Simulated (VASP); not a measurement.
Write the native input for VASP 6.6.1 that does the following.

* Task: single point
* Functional: PBEsol
* Potentials or basis: VASP PAW PBE potentials, release 64 (S)
* Cutoff: 520 eV
* k mesh: 6 × 6 × 12
* Occupations: gaussian, width 0.1 eV
* Spin: no spin polarisation
* Dipole correction: no
* Further INCAR settings: ALGO = Normal; EDIFF = 1e-06; NBANDS = 20

The structure of S lies in POSCAR:

```
S
1.0
    6.0007375869      0.0000000000      0.0000000000
    0.0000000000      6.0007375869      0.0000000000
    0.0000000000      0.0000000000      2.9402652986
S
4
Direct
    0.8732902040      0.8689644224      0.5000000000
    0.1267097960      0.1310355776      0.5000000000
    0.3689644224      0.6267097960      0.0000000000
    0.6310355776      0.3732902040      0.0000000000
```

This cell differs from its parent crystal: strained and its atoms moved.

These files were run (other wordings do the same):

INCAR

```
SYSTEM = S
PREC     = Accurate       ! precision mode
ENCUT    = 520            ! plane-wave cutoff, eV
EDIFF    = 1E-6           ! SCF threshold, eV
ISMEAR   = 0              ! smearing method
SIGMA    = 0.1            ! smearing width, eV
LREAL    = .False.        ! projectors in reciprocal space
LASPH    = .True.         ! aspherical terms in the spheres
NELM     = 80             ! most SCF steps
ALGO     = Normal         ! electronic algorithm
ISIF     = 2              ! what is computed and relaxed
LWAVE    = .False.        ! write WAVECAR
LCHARG   = .False.        ! write CHGCAR
GGA      = PS             ! functional
NBANDS   = 20             ! bands
```

KPOINTS

```
Automatic mesh
0
Gamma
  6 6 12
  0 0 0
```

Potentials or basis: VASP PAW PBE potentials, release 64 (S).

Run with:

```console
$ cat potpaw_PBE.64/S/POTCAR > POTCAR
$ mpirun -np 1 vasp_std > vasp.out
```

Results of the run:

- Pressure: -11.8 GPa
- Largest force: 2.897 eV/Å
- Band gap on the k mesh: zero (bands 12 and 13 overlap by 1.82 eV)

Caveat: the cell differs from its parent crystal (strained and its atoms moved); the cell stands under tension; this functional lacks dispersion, which holds the molecules together, so the pressure and a relaxed volume are unreliable; the PAW data sets were made with another functional, which shifts forces and pressure a little.

It took 110 s on 1 thread of Intel Xeon 8259CL (shared host), peak memory 0.28 GiB.
